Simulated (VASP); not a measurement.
Set up this calculation in VASP 6.6.1, as the native input.

```
Task                               : single point
Functional                         : HSE06
Potentials or basis                : VASP PAW PBE potentials, release 64 (Pt, S)
Cutoff                             : 520 eV
k mesh                             : 6 × 6 × 4
Occupations                        : gaussian, width 0.01 eV
Spin                               : no spin polarisation
Dipole correction                  : no
Grid for exact exchange (PRECFOCK) : Normal
Further INCAR settings             : ALGO = Normal; EDIFF = 1e-07; NBANDS = 18
Share of exact exchange            : 0.25
Screening parameter                : 0.2079 1/Å
```

The system is PtS2.

```
CELL_PARAMETERS angstrom
3.56401 0.00000 0.00000
-1.78201 3.08652 0.00000
0.00000 0.00000 5.13910
ATOMIC_POSITIONS crystal
Pt 0.00000 0.00000 0.00000
S 0.33333 0.66667 0.23752
S 0.66667 0.33333 0.76248
```

This cell differs from its parent crystal: strain +0.3%.

One way to write it, as run:

POSCAR

```
PtS2
1.0
    3.5640100334      0.0000000000      0.0000000000
   -1.7820050167      3.0865232283      0.0000000000
    0.0000000000      0.0000000000      5.1391037203
Pt S
1 2
Direct
    0.0000000000      0.0000000000      0.0000000000
    0.3333333333      0.6666666667      0.2375186075
    0.6666666667      0.3333333333      0.7624813925
```

INCAR.step1

```
SYSTEM = PtS2
PREC = Accurate ; ENCUT = 520
EDIFF = 1E-5 ; ISMEAR = 0
SIGMA = 0.01 ; LREAL = .FALSE.
LASPH = .TRUE. ; NELM = 100
ALGO = Normal ; ISIF = 2
LWAVE = .TRUE. ; LCHARG = .FALSE.
GGA = PE ; NBANDS = 18
```

INCAR.step2

```
SYSTEM = PtS2
PREC = Accurate ; ENCUT = 520
EDIFF = 1E-7 ; ISMEAR = 0
SIGMA = 0.01 ; LREAL = .FALSE.
LASPH = .TRUE. ; NELM = 100
ALGO = Normal ; ISIF = 2
LWAVE = .FALSE. ; LCHARG = .FALSE.
GGA = PE ; LHFCALC = .TRUE.
HFSCREEN = 0.2079 ; PRECFOCK = Normal
ISTART = 1 ; NBANDS = 18
```

KPOINTS

```
Automatic mesh
0
G
  6 6 4
  0 0 0
```

Potentials or basis: VASP PAW PBE potentials, release 64 (Pt, S).

The run is started by

```bash
$ cat potpaw_PBE.64/Pt/POTCAR potpaw_PBE.64/S/POTCAR > POTCAR
$ cp INCAR.step1 INCAR
$ mpirun -np 1 vasp_std > vasp.out
$ cp INCAR.step2 INCAR
$ mpirun -np 1 vasp_std > vasp.out
```

Results of the run:

The pressure is -2.1 GPa and the largest force is 0.408 eV/Å. The band gap on the k mesh is 1.42 eV (least direct gap 2.14 eV).

Caveat: the cell differs from its parent crystal (strain +0.3%); the PAW data sets were made with another functional, which shifts forces and pressure a little; spin-orbit coupling is left out, which moves the levels of the heavy elements.

Run time: 93 min on 1 thread of Oxide Virtual Turin-like Processor (shared host), peak memory 0.27 GiB.
